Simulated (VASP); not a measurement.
Runs of VASP 6.6.1 on NaTmI4. The structure is that of space group P6/mmm (No. 191), or close to it. The cells are those of the table. The cell was built from a structure type or drawn by symmetry, and may not be a known phase.

| task | level | cell | k mesh | gap on the mesh (eV) | pressure (GPa) | relaxed volume (Å³/atom) |
| --- | --- | --- | --- | --- | --- | --- |
| relaxation of cell and atoms | PBE | relaxed from a = 6.207, b = 6.207, c = 7.376 Å, angles 90.0, 90.0, 120.0°, 6 atoms | 3 × 3 × 4 | none | -0.1 | 45.86 |
| single point | revPBE | a = 5.819, b = 5.819, c = 9.624 Å, angles 90.0, 90.0, 120.0°, 6 atoms | 6 × 6 × 4 | none | (a) | - |
| single point | PBE | a = 5.819, b = 5.819, c = 9.624 Å, angles 90.0, 90.0, 120.0°, 6 atoms | 6 × 6 × 4 | none | 0.1 | - |
| single point | PBE | a = 6.207, b = 6.207, c = 7.376 Å, angles 90.0, 90.0, 120.0°, 6 atoms | 3 × 3 × 4 | none | -1.5 | - |
| relaxation of cell and atoms | PBE | relaxed from a = 5.831, b = 5.831, c = 9.253 Å, angles 90.0, 90.0, 120.0°, 6 atoms | 6 × 6 × 4 | none | 0.0 | 47.61 |
| single point | PBE | a = 5.831, b = 5.831, c = 9.253 Å, angles 90.0, 90.0, 120.0°, 6 atoms | 3 × 3 × 4 | none | 0.1 | - |

Alike in all rows: potentials or basis VASP PAW PBE potentials, release 64 (Na_pv, Tm_3, I), 4f in core; no spin polarisation; cutoff (eV) 500; smearing gaussian 0.1 eV.

Q: Fill in the values left out.

A: (a) 0.8.

Caveats: some runs use coarse meshes; spin-orbit coupling is left out, which moves the levels of the heavy elements; the 4f electrons are frozen in the core, so they carry no moment and show no levels; the run has no spin polarisation, though such a crystal can be magnetic; a cell axis changed by over 15 % at a fixed basis, so the end point is rough (at least some runs); the PAW data sets were made with another functional, which shifts forces and pressure a little (at least some runs).

A k mesh can miss the band edges, and the runs leave out spin-orbit coupling on I, Tm.

A gap of «none» marks levels without a gap at the run's occupations.
